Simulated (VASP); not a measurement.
# TaC (R-3m) in VASP: single point with PBEsol

Aim: the single point of TaC with PBEsol.

All numbers are computed with VASP 6.6.1; they aren't measurements. Logs are shortened: lines on timing, memory, paths and dates and some standing lists are left out, and cuts for length are marked.

### Step 1. The cell of the first run

The typed cell holds 2 atoms: a = 3.139 Å, b = 3.139 Å, c = 3.139 Å, α = 60.01°, β = 60.01°, γ = 60.01°.

### Step 2. Single point, PBEsol

The input, INCAR:

```
ALGO = Normal
EDIFF = 1E-6
ENCUT = 600
GGA = PS
GGA_COMPAT = False
ISIF = 2
ISMEAR = -1
ISYM = 0
LASPH = True
LCHARG = False
LREAL = False
LWAVE = False
NBANDS = 14
NELM = 120
PREC = Accurate
SIGMA = 0.1
```

The input, KPOINTS:

```
Automatic mesh
0
Gamma
  18 18 18
  0.5 0.5 0.5
```

The input, POSCAR:

```
TaC
1.0
   -0.0004636724      2.2197979108      2.2197979108
    2.2197979108     -0.0004636724      2.2197979108
    2.2197979108      2.2197979108     -0.0004636724
Ta C
1 1
Direct
    0.0000000000      0.0000000000      0.0000000000
    0.5000000000      0.5000000000      0.5000000000
```

Potentials or basis: VASP PAW PBE potentials, release 64 (Ta_pv, C).

Run with:

```
> cat potpaw_PBE.64/Ta_pv/POTCAR potpaw_PBE.64/C/POTCAR > POTCAR
> mpirun -np 1 vasp_std > vasp.out
```

OUTCAR:

```text
EDIFF = 1E-6
   ENCUT = 600
   GGA = PS
   ISIF = 2
   ISMEAR = -1
   ISYM = 0
   LASPH = True
   LREAL = False
   NELM = 120
   PREC = Accurate

 ion  position               nearest neighbor table
   1  0.000  0.000  0.000-   2 2.22   2 2.22   2 2.22   2 2.22   2 2.22   2 2.22
   2  0.500  0.500  0.500-   1 2.22   1 2.22   1 2.22   1 2.22   1 2.22   1 2.22

IMPORTANT INFORMATION: All symmetrisations will be switched off!
NOSYMM: (Re-)initialisation of all symmetry stuff for point group C_1.

----------------------------------------------------------------------------------------

                                     Primitive cell

  volume of cell :      21.8830

  direct lattice vectors                    reciprocal lattice vectors
    -0.000463672  2.219797911  2.219797911    -0.225175168  0.225222212  0.225222212
     2.219797911 -0.000463672  2.219797911     0.225222212 -0.225175168  0.225222212
     2.219797911  2.219797911 -0.000463672     0.225222212  0.225222212 -0.225175168

  length of vectors
     3.139268345  3.139268345  3.139268345     0.390069155  0.390069155  0.390069155

  position of ions in fractional coordinates (direct lattice)
     0.000000000  0.000000000  0.000000000
     0.500000000  0.500000000  0.500000000

  ion indices of the primitive-cell ions
   primitive index   ion index
                 1           1
                 2           2

----------------------------------------------------------------------------------------

 KPOINTS: Automatic mesh

Automatic generation of k-mesh.
 Grid dimensions read from file:
 generate k-points for:   18   18   18

 Generating k-lattice:

  Cartesian coordinates                     Fractional coordinates (reciprocal lattice)
    -0.012509732  0.012512345  0.012512345     0.055555556  0.000000000 -0.000000000
     0.012512345 -0.012509732  0.012512345     0.000000000  0.055555556 -0.000000000
     0.012512345  0.012512345 -0.012509732     0.000000000  0.000000000  0.055555556

  Length of vectors
     0.021670509  0.021670509  0.021670509

  Shift w.r.t. Gamma in fractional coordinates (k-lattice)
     0.500000000  0.500000000  0.500000000

 Subroutine IBZKPT returns following result:
 ===========================================

 Found   2916 irreducible k-points:

 Following reciprocal coordinates:
            Coordinates               Weight
  0.027778  0.027778  0.027778      2.000000
  0.083333  0.027778  0.027778      2.000000
  0.027778  0.083333  0.027778      2.000000
  0.027778  0.027778  0.083333      2.000000
  0.138889  0.027778  0.027778      2.000000
  0.027778  0.138889  0.027778      2.000000
[... 16 lines left out ...]
  0.472222  0.027778  0.027778      2.000000
  0.027778  0.472222  0.027778      2.000000
 [... further k-points ...]
   k-points           NKPTS =   2916   k-points in BZ     NKDIM =   2916   number of bands    NBANDS=     14
   number of dos      NEDOS =    301   number of ions     NIONS =      2
   total plane-waves  NPLWV =  21952
   dimension x,y,z NGX =    28 NGY =   28 NGZ =   28
   dimension x,y,z NGXF=    56 NGYF=   56 NGZF=   56
   ions per type =               1   1
   NGX,Y,Z   is equivalent  to a cutoff of  14.83, 14.83, 14.83 a.u.
   NGXF,Y,Z  is equivalent  to a cutoff of  29.66, 29.66, 29.66 a.u.
 SYSTEM =  unknown system
   PREC   = accura    normal or accurate (medium, high low for compatibility)
   ISTART =      0    job   : 0-new  1-cont  2-samecut
   ICHARG =      2    charge: 1-file 2-atom 10-const
   ISPIN  =      1    spin polarized calculation?
   LNONCOLLINEAR =      F non collinear calculations
   LSORBIT =      F    spin-orbit coupling
   LASPH  =      T    aspherical Exc in radial PAW
   ENCUT  =  600.0 eV  44.10 Ry    6.64 a.u.   6.27  6.27  6.27*2*pi/ulx,y,z
   NELM   =    120;   NELMIN=  2; NELMDL= -5     # of ELM steps
   EDIFF  = 0.1E-05   stopping-criterion for ELM
   LREAL  =      F    real-space projection
   EDIFFG = 0.1E-04   stopping-criterion for IOM
   NSW    =      0    number of steps for IOM
   IBRION =     -1    ionic relax: 0-MD 1-quasi-New 2-CG
   NFREE  =      0    steps in history (QN), initial steepest desc. (CG)
   ISIF   =      2    stress and relaxation
   ISYM   =      0    0-nonsym 1-usesym 2-fastsym
   POTIM  = 0.5000    time-step for ionic-motion
   TEBEG  =    0.0;   TEEND  =   0.0 temperature during run
   PSTRESS=    0.0 pullay stress
   NELECT =      15.0000    total number of electrons
   NUPDOWN=      -1.0000    fix difference up-down
   EMIN   =  10.00;   EMAX   =-10.00  energy-range for DOS
   EFERMI =   0.00;   METHOD = LEGACY
   ISMEAR =    -1;   SIGMA  =   0.10  broadening in eV -4-tet -1-fermi 0-gaus
   EFERMI_NEDOS =   21; number of points for ismear=-14 and -15
   IALGO  =     38    algorithm
   IMIX   =      4    mixing-type and parameters
     AMIX     =   0.40;   BMIX     =  1.00
     AMIX_MAG =   1.60;   BMIX_MAG =  1.00
  volume/ion in A,a.u.               =      10.94        73.84
  Fermi-wavevector in a.u.,A,eV,Ry     =   1.443455  2.727734 28.348571  2.083561
  Thomas-Fermi vector in A             =   2.561860
   LORBIT       =      0    0 simple, 1 ext, 2 COOP (PROOUT), +10 PAW based schemes
   GGA     = PS    functional components
   LHFCALC =     F    Hartree Fock is set to
   AEXX    =    0.0000 exact exchange contribution
   IVDW    =     0    specifies the selected vdW correction
   LEPSILON=     F    determine dielectric tensor
   LRPA    =     F    only Hartree local field effects (RPA)
 non-spin polarized calculation
  energy-cutoff  :      600.00
  volume of cell :       21.88
 maximum number of plane-waves:       749
 NGX is ok and might be reduce to    28
   NGX = 13   NGY = 13   NGZ = 13

 number of electron      14.9999999 magnetization

 Free energy of the ion-electron system (eV)
  ---------------------------------------------------
  ext. energy  EPLUGINS =         0.00000000
  ---------------------------------------------------
  free energy    TOTEN  =       -23.53363467 eV

  energy without entropy =      -23.51422806  energy(sigma->0) =      -23.52393137

 E-fermi :   8.3505     XC(G=0): -13.3791

 val. band max:        8.3480020208   @ k =   0.0278   0.0833   0.0278
 cond. band min:       8.3648200820   @ k =  -0.0278   0.2500   0.0278
 fundamental gap:      0.0168180613
 Fermi energy:         8.3504653430

 k-point     1 :       0.0278    0.0278    0.0278
  band No.  band energies     occupation
      1     -26.6249      2.00000
      2     -26.6195      2.00000
      3     -26.6195      2.00000
      4      -6.4929      2.00000
      5       6.8209      2.00000
      6       6.9384      2.00000
      7       6.9384      2.00000
      8       7.7327      1.99586
      9       7.7327      1.99586
     10       8.0021      1.94041
     11       9.2321      0.00030
     12       9.2321      0.00030
     13      15.1163      0.00000
     14      18.4213      0.00000

 k-point     2 :       0.0833    0.0278    0.0278
  band No.  band energies     occupation
      1     -26.6548      2.00000
      2     -26.6269      2.00000
      3     -26.6203      2.00000
      4      -6.3741      2.00000
      5       6.3262      2.00000
      6       6.5191      2.00000
      7       6.7528      2.00000
      8       7.1408      1.99999
      9       7.8260      1.98950
     10       8.3480      1.01232
     11       9.6820      0.00000
     12      10.2560      0.00000
     13      15.3435      0.00000
     14      18.7209      0.00000

 k-point     3 :       0.0278    0.0833    0.0278
  band No.  band energies     occupation
      1     -26.6548      2.00000
      2     -26.6269      2.00000
      3     -26.6203      2.00000
      4      -6.3741      2.00000
      5       6.3262      2.00000
      6       6.5191      2.00000
      7       6.7528      2.00000
      8       7.1408      1.99999
      9       7.8260      1.98950
     10       8.3480      1.01232
     11       9.6820      0.00000
     12      10.2560      0.00000
     13      15.3435      0.00000
     14      18.7209      0.00000

 k-point     4 :       0.0278    0.0278    0.0833
  band No.  band energies     occupation
      1     -26.6548      2.00000
      2     -26.6269      2.00000
      3     -26.6203      2.00000
      4      -6.3741      2.00000
      5       6.3262      2.00000
      6       6.5191      2.00000
      7       6.7528      2.00000
      8       7.1408      1.99999
      9       7.8260      1.98950
     10       8.3480      1.01232
     11       9.6820      0.00000
     12      10.2560      0.00000
     13      15.3435      0.00000
     14      18.7209      0.00000

 k-point     5 :       0.1389    0.0278    0.0278
  band No.  band energies     occupation
      1     -26.7294      2.00000
      2     -26.6371      2.00000
      3     -26.6259      2.00000
      4      -6.0845      2.00000
      5       5.3986      2.00000
      6       5.8423      2.00000
      7       5.9096      2.00000
      8       7.4113      1.99983
      9       7.9063      1.97673
     10       8.7077      0.05466
     11      10.8000      0.00000
[... 276 lines left out ...]
 k-point    22 :       0.0278    0.0278    0.4167
  band No.  band energies     occupation
      1     -27.2959      2.00000
      2     -26.6979      2.00000
      3     -26.6867      2.00000
      4      -2.9303      2.00000
      5       0.5882      2.00000
      6       3.0107      2.00000
      7       3.0989      2.00000
      8      10.3762      0.00000
      9      10.5185      0.00000
     10      11.0796      0.00000
     11      15.3775      0.00000
     12      17.0961      0.00000
     13      17.7072      0.00000
     14      21.3475      0.00000

 k-point    23 :       0.4722    0.0278    0.0278
  band No.  band energies     occupation
      1     -27.3506      2.00000
      2     -26.7019      2.00000
      3     -26.6949      2.00000
      4      -2.2445      2.00000
      5      -0.1612      2.00000
      6       2.8483      2.00000
      7       2.8913      2.00000
      8      10.8917      0.00000
      9      10.9777      0.00000
     10      11.7484      0.00000
     11      14.3107      0.00000
     12      17.9807      0.00000
     13      18.3651      0.00000
     14      21.1511      0.00000

 k-point    24 :       0.0278    0.4722    0.0278
  band No.  band energies     occupation
      1     -27.3506      2.00000
      2     -26.7019      2.00000
      3     -26.6949      2.00000
      4      -2.2445      2.00000
      5      -0.1612      2.00000
      6       2.8483      2.00000
      7       2.8913      2.00000
      8      10.8917      0.00000
      9      10.9777      0.00000
     10      11.7484      0.00000
     11      14.3107      0.00000
     12      17.9807      0.00000
     13      18.3651      0.00000
     14      21.1511      0.00000

 [... further k-points ...]

------------------------ aborting loop because EDIFF is reached ----------------------------------------

  FORCE on cell =-STRESS in cart. coord.  units (eV):
  Direction    XX          YY          ZZ          XY          YZ          ZX
  --------------------------------------------------------------------------------------
  -------------------------------------------------------------------------------------
  Total        0.1023132      0.1023135      0.1023135     -0.0001143     -0.0001135     -0.0001139
  in kB        7.4909337      7.4909580      7.4909533     -0.0083653     -0.0083119     -0.0083373
  external PRESSURE =       7.4909484 kB  Pullay stress =       0.0000000 kB

 VOLUME and BASIS-vectors are now :
 -----------------------------------------------------------------------------
  energy-cutoff  :      600.00
  volume of cell :       21.88
      direct lattice vectors                 reciprocal lattice vectors
    -0.000463672  2.219797911  2.219797911    -0.225175168  0.225222212  0.225222212
     2.219797911 -0.000463672  2.219797911     0.225222212 -0.225175168  0.225222212
     2.219797911  2.219797911 -0.000463672     0.225222212  0.225222212 -0.225175168

 POSITION                                       TOTAL-FORCE (eV/Angst)
 -----------------------------------------------------------------------------------
      0.00000      0.00000      0.00000         0.000000     -0.000000      0.000000
      2.21957      2.21957      2.21957        -0.000000      0.000000     -0.000000
 -----------------------------------------------------------------------------------
    total drift:                               -0.000000      0.000000     -0.000000

  FREE ENERGIE OF THE ION-ELECTRON SYSTEM (eV)
  ---------------------------------------------------
  free  energy   TOTEN  =       -23.5336346741 eV

  energy  without entropy=      -23.5142280607  energy(sigma->0) =      -23.52393137
```

It took 21 min on 1 thread of Oxide Virtual Turin-like, shared host; peak memory 1.1 GiB.

What came out:

- Free energy: -23.5336 eV
- Pressure: 0.7 GPa
- Band gap on the k mesh: zero (an odd number of electrons rules out a gap without spin polarisation)

Levels at points of the mesh, in eV from the Fermi level:
| k point | band 3 | band 4 | band 5 | band 6 | band 7 | band 8 | band 9 | band 10 | band 11 | band 12 |
| --- | --- | --- | --- | --- | --- | --- | --- | --- | --- | --- |
| (0.03, 0.03, 0.03) | -34.97 | -14.84 | -1.53 | -1.41 | -1.41 | -0.62 | -0.62 | -0.35 | 0.88 | 0.88 |

Caveat: the PAW data sets were made with another functional, which shifts forces and pressure a little; spin-orbit coupling is left out, which moves the levels of the heavy elements; an odd number of electrons without spin polarisation forces a metal; a magnetic or distorted state may lie lower.
